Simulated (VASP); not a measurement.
# Li3Ta2O (R-3m) in VASP: relaxation of cell and atoms with PBE

Aim: the relaxation of cell and atoms of Li3Ta2O with PBE.

Program: VASP 6.6.1. These are calculated values, not measurements. Logs are shortened: lines on timing, memory, paths and dates and some standing lists are left out, and cuts for length are marked.

**1. The cell of the first run**

Symmetry: R-3m, No. 166, trigonal system. Conventional cell: a = 4.924 Å, b = 4.924 Å, c = 10.962 Å, α = 90.00°, β = 90.00°, γ = 120.00°. Li (site symmetry 2/m) has 2 O at 2.31 Å and 4 Li at 2.46 Å and 6 Ta at 2.74 to 2.79 Å within 3.1 Å. Ta (site symmetry 3m) has 4 Ta at 2.62 to 3.02 Å and 9 Li at 2.74 to 2.79 Å and 3 O at 2.89 Å within 3.5 Å. Within 3.1 Å of O (site symmetry -3m) lie 6 Li at 2.31 Å and 6 Ta at 2.89 Å.

The cell was built from a structure type or drawn by symmetry, and may not be a known phase.

**2. Relaxation of cell and atoms, PBE**

File INCAR:

```
SYSTEM = Li3Ta2O
PREC     = Accurate       ! precision mode
ENCUT    = 600            ! plane-wave cutoff, eV
EDIFF    = 1E-6           ! SCF threshold, eV
ISMEAR   = 0              ! smearing method
SIGMA    = 0.1            ! smearing width, eV
LREAL    = .FALSE.        ! projectors in reciprocal space
LASPH    = .TRUE.         ! aspherical terms in the spheres
NELM     = 100            ! most SCF steps
ALGO     = Normal         ! electronic algorithm
ISIF     = 3              ! what is computed and relaxed
LWAVE    = .FALSE.        ! write WAVECAR
LCHARG   = .FALSE.        ! write CHGCAR
GGA      = PE             ! functional
IBRION   = 2              ! ionic algorithm
NSW      = 100            ! ionic steps
EDIFFG   = -0.01          ! ionic threshold
```

File KPOINTS:

```
regular mesh
0
G
  12 12 12
  0 0 0
```

File POSCAR:

```
Li3Ta2O
1.0
    2.4621419900      1.4215183407      3.6540359472
   -2.4621419900      1.4215183407      3.6540359472
    0.0000000000     -2.8430366815      3.6540359472
Li Ta O
3 2 1
Direct
    0.5000000000      0.5000000000      0.0000000000
    0.0000000000      0.5000000000      0.5000000000
    0.5000000000      0.0000000000      0.5000000000
    0.1197104461      0.1197104461      0.1197104461
    0.8802895539      0.8802895539      0.8802895539
    0.5000000000      0.5000000000      0.5000000000
```

Potentials or basis: VASP PAW PBE potentials, release 64 (Li_sv, Ta_pv, O).

Launch:

```
cat potpaw_PBE.64/Li_sv/POTCAR potpaw_PBE.64/Ta_pv/POTCAR potpaw_PBE.64/O/POTCAR > POTCAR
mpirun -np 1 vasp_std > vasp.out
```

OUTCAR:

```text
SYSTEM = Li3Ta2O
   PREC = Accurate
   ENCUT = 600
   EDIFF = 1E-6
   ISMEAR = 0
   LREAL = .FALSE.
   LASPH = .TRUE.
   NELM = 100
   ISIF = 3
   GGA = PE
   IBRION = 2
   NSW = 100
   EDIFFG = -0.01

 ion  position               nearest neighbor table
   1  0.500  0.500  0.000-   2 2.46   3 2.46   3 2.46   2 2.46   4 2.74   5 2.74   4 2.79   5 2.79
                             4 2.79   5 2.79
   2  0.000  0.500  0.500-   3 2.46   3 2.46   1 2.46   1 2.46   4 2.74   5 2.74   4 2.79   5 2.79
                             4 2.79   5 2.79
   3  0.500  0.000  0.500-   2 2.46   2 2.46   1 2.46   1 2.46   4 2.74   5 2.74   4 2.79   5 2.79
                             4 2.79   5 2.79
   4  0.120  0.120  0.120-   5 2.62   1 2.74   3 2.74   2 2.74   1 2.79   1 2.79   2 2.79   3 2.79
                             2 2.79   3 2.79   5 3.02   5 3.02   5 3.02
   5  0.880  0.880  0.880-   4 2.62   1 2.74   3 2.74   2 2.74   1 2.79   1 2.79   3 2.79   2 2.79
                             2 2.79   3 2.79   4 3.02   4 3.02   4 3.02
   6  0.500  0.500  0.500-

  LATTYP: Found a trigonal (rhomboedric) cell.
 ALAT       =     4.6297771302
 COS(alpha) =     0.4343653386

  Lattice vectors:

 A1 = (   2.4621419900,   1.4215183407,   3.6540359472)
 A2 = (  -2.4621419900,   1.4215183407,   3.6540359472)
 A3 = (   0.0000000000,  -2.8430366815,   3.6540359472)

Analysis of symmetry for initial positions (statically):
=====================================================================
 Subroutine PRICEL returns:
 Original cell was already a primitive cell.

 Routine SETGRP: Setting up the symmetry group for a
 trigonal (rhombohedral) supercell.

 Subroutine GETGRP returns: Found 12 space group operations
 (whereof 12 operations were pure point group operations)
 out of a pool of 12 trial point group operations.

The static configuration has the point symmetry D_3d.

Analysis of symmetry for dynamics (positions and initial velocities):
=====================================================================
 Subroutine PRICEL returns:
 Original cell was already a primitive cell.

 Routine SETGRP: Setting up the symmetry group for a
 trigonal (rhombohedral) supercell.

 Subroutine GETGRP returns: Found 12 space group operations
 (whereof 12 operations were pure point group operations)
 out of a pool of 12 trial point group operations.

The dynamic configuration has the point symmetry D_3d.

 Subroutine INISYM returns: Found 12 space group operations
 (whereof 12 operations are pure point group operations),
 and found     1 'primitive' translations
[... 112 lines left out ...]
   TEBEG  =    0.0;   TEEND  =   0.0 temperature during run
   PSTRESS=    0.0 pullay stress
   NELECT =      37.0000    total number of electrons
   NUPDOWN=      -1.0000    fix difference up-down
   EMIN   =  10.00;   EMAX   =-10.00  energy-range for DOS
   EFERMI =   0.00;   METHOD = LEGACY
   ISMEAR =     0;   SIGMA  =   0.10  broadening in eV -4-tet -1-fermi 0-gaus
   EFERMI_NEDOS =   21; number of points for ismear=-14 and -15
   IALGO  =     38    algorithm
   IMIX   =      4    mixing-type and parameters
     AMIX     =   0.40;   BMIX     =  1.00
     AMIX_MAG =   1.60;   BMIX_MAG =  1.00
  volume/ion in A,a.u.               =      12.79        86.30
  Fermi-wavevector in a.u.,A,eV,Ry     =   1.283745  2.425927 22.422428  1.648002
  Thomas-Fermi vector in A             =   2.415980
   LORBIT       =      0    0 simple, 1 ext, 2 COOP (PROOUT), +10 PAW based schemes
   GGA     = PE    functional components
   LHFCALC =     F    Hartree Fock is set to
   AEXX    =    0.0000 exact exchange contribution
   IVDW    =     0    specifies the selected vdW correction
   LEPSILON=     F    determine dielectric tensor
   LRPA    =     F    only Hartree local field effects (RPA)
 conjugate gradient relaxation of ions
 non-spin polarized calculation
 Gauss-broadening in eV      SIGMA  =   0.10
  energy-cutoff  :      600.00
  volume of cell :       76.73
 maximum number of plane-waves:      2580
 NGX is ok and might be reduce to    40
   NGX = 19   NGY = 19   NGZ = 19

--------------------------------------- Ionic step        1  -------------------------------------------

 number of electron      37.0000008 magnetization

 Free energy of the ion-electron system (eV)
  ---------------------------------------------------
  ext. energy  EPLUGINS =         0.00000000
  ---------------------------------------------------
  free energy    TOTEN  =       -33.33033513 eV

  energy without entropy =      -33.31209124  energy(sigma->0) =      -33.32121318

------------------------ aborting loop because EDIFF is reached ----------------------------------------

  FORCE on cell =-STRESS in cart. coord.  units (eV):
  Direction    XX          YY          ZZ          XY          YZ          ZX
  --------------------------------------------------------------------------------------
  -------------------------------------------------------------------------------------
  Total       -0.1063316     -0.1063316      0.0209207      0.0000000     -0.0000000     -0.0000000
  in kB       -2.2201544     -2.2201544      0.4368146      0.0000000     -0.0000000     -0.0000000
  external PRESSURE =      -1.3344980 kB  Pullay stress =       0.0000000 kB
[... 147 lines left out ...]
--------------------------------------- Ionic step        5  -------------------------------------------

 number of electron      37.0000008 magnetization

 Free energy of the ion-electron system (eV)
  ---------------------------------------------------
  ext. energy  EPLUGINS =         0.00000000
  ---------------------------------------------------
  free energy    TOTEN  =       -33.33086773 eV

  energy without entropy =      -33.31292783  energy(sigma->0) =      -33.32189778

 E-fermi :   4.0802     XC(G=0): -10.8903

 val. band max:        4.0787040735   @ k =   0.0833   0.0000   0.0000
 cond. band min:       4.0824881727   @ k =  -0.0833   0.4167   0.0833
 fundamental gap:      0.0037840992
 Fermi energy:         4.0801554206

 k-point     1 :       0.0000    0.0000    0.0000
  band No.  band energies     occupation
      1     -40.9685      2.00000
      2     -40.8727      2.00000
      3     -40.8727      2.00000
      4     -30.2910      2.00000
      5     -30.0036      2.00000
      6     -30.0036      2.00000
[... 589 lines left out ...]
     21       5.2628      0.00000
     22       6.2249      0.00000

 [... further k-points ...]

------------------------ aborting loop because EDIFF is reached ----------------------------------------

  FORCE on cell =-STRESS in cart. coord.  units (eV):
  Direction    XX          YY          ZZ          XY          YZ          ZX
  --------------------------------------------------------------------------------------
  -------------------------------------------------------------------------------------
  Total       -0.0158983     -0.0158983      0.0519029      0.0000000     -0.0000000     -0.0000000
  in kB       -0.3328504     -0.3328504      1.0866517      0.0000000     -0.0000000     -0.0000000
  external PRESSURE =       0.1403170 kB  Pullay stress =       0.0000000 kB
[... 21 lines left out ...]
  FREE ENERGIE OF THE ION-ELECTRON SYSTEM (eV)
  ---------------------------------------------------
  free  energy   TOTEN  =       -33.3308677271 eV

  energy  without entropy=      -33.3129278282  energy(sigma->0) =      -33.32189778

 reached required accuracy - stopping structural energy minimisation
```

Wall time 13 min (1 thread of AMD EPYC 9R45 (Zen 5), shared host); peak memory 0.49 GiB.

What came out:

```yaml
Free_energy: -33.3309 eV
Relaxed_volume: 12.75 Å³/atom
Relaxed_cell: a = 4.631 Å, b = 4.631 Å, c = 4.631 Å, α = 64.07°, β = 64.07°, γ = 64.07°
Space_group_after_relaxing_to_0.1_Å: R-3m (No. 166)
Energy_gained_by_relaxing: 0.1 meV/atom
Ionic_steps: 5
Pressure_after_relaxing: 0.0 GPa
Largest_force_after_relaxing: 0.009 eV/Å
Band_gap_on_the_k_mesh: zero (an odd number of electrons rules out a gap without spin polarisation)
```

Forces in eV/Å, atoms in the order of the input:
```
Li   0.000  0.000  0.000
Li   0.000  0.000  0.000
Li   0.000  0.000  0.000
Ta   0.000  0.000 -0.009
Ta   0.000  0.000  0.009
O    0.000  0.000  0.000
```

Stress tensor (GPa, compression positive):
```
-0.03  0.00  0.00
 0.00 -0.03  0.00
 0.00  0.00  0.11
```

The path:
| step | energy change (eV) | largest force (eV/Å) | pressure (GPa) | volume (Å³) |
| --- | --- | --- | --- | --- |
| 1 | 0.0000 | 0.0445 | -0.13 | 76.73 |
| 2 | -0.0003 | 0.0203 | -0.03 | 76.62 |
| 3 | -0.0002 | 0.0408 | 0.24 | 76.33 |
| 4 | -0.0004 | 0.0069 | 0.09 | 76.49 |
| 5 | -0.0005 | 0.0094 | 0.01 | 76.53 |

Final structure:
```
Li Ta O
1.0
     2.45659    1.41831    3.66064
    -2.45659    1.41831    3.66064
     0.00000   -2.83662    3.66064
Li Ta O
3 2 1
Direct
  0.50000 0.50000 0.00000
  0.00000 0.50000 0.50000
  0.50000 0.00000 0.50000
  0.12019 0.12019 0.12019
  0.87982 0.87982 0.87982
  0.50000 0.50000 0.50000
```

Caveat: the cutoff is under 1.25 times the usual one of these potentials, so pressure, stress and relaxed cells hold a basis-set (Pulay) error; spin-orbit coupling is left out, which moves the levels of the heavy elements; an odd number of electrons without spin polarisation forces a metal; a magnetic or distorted state may lie lower.
